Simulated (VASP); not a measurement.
Si, 2 atoms in the cell. Symmetry: C2/c, No. 15, monoclinic system. The conventional cell has a = 5.402 Å, b = 5.546 Å, c = 3.871 Å, α = 90.00°, β = 134.25°, γ = 90.00°. Within 3.1 Å of Si (site symmetry 2) lie 4 Si at 2.35 to 2.41 Å.  This cell differs from its parent crystal: atoms displaced along a vibrational mode, the cell strained.

- Program: VASP 6.6.1
- Task: single point
- Functional: LDA
- Potentials or basis: VASP PAW LDA potentials, release 64 (Si)
- Cutoff: 520 eV
- k mesh: 12 × 12 × 12
- Occupations: gaussian, width 0.05 eV
- Spin: no spin polarisation
- Dipole correction: no
- Further INCAR settings: ALGO = Normal; EDIFF = 1e-06; NBANDS = 11

Potentials or basis: VASP PAW LDA potentials, release 64 (Si).

Command:

```bash
$ cat potpaw_LDA.64/Si/POTCAR > POTCAR
$ mpirun -np 1 vasp_std > vasp.out
```

Hardware: 1 thread of Intel(R) Xeon(R) Platinum 8259CL CPU @ 2.50GHz (Skylake/Cascade Lake), with other jobs on the host.

Estimate the wall time of this run.

It took 2.8 min on 1 thread of Intel(R) Xeon(R) Platinum 8259CL CPU @ 2.50GHz (Skylake/Cascade Lake), with other jobs on the host, peak memory 0.27 GiB. Counts: scf iterations 11, k points 476.
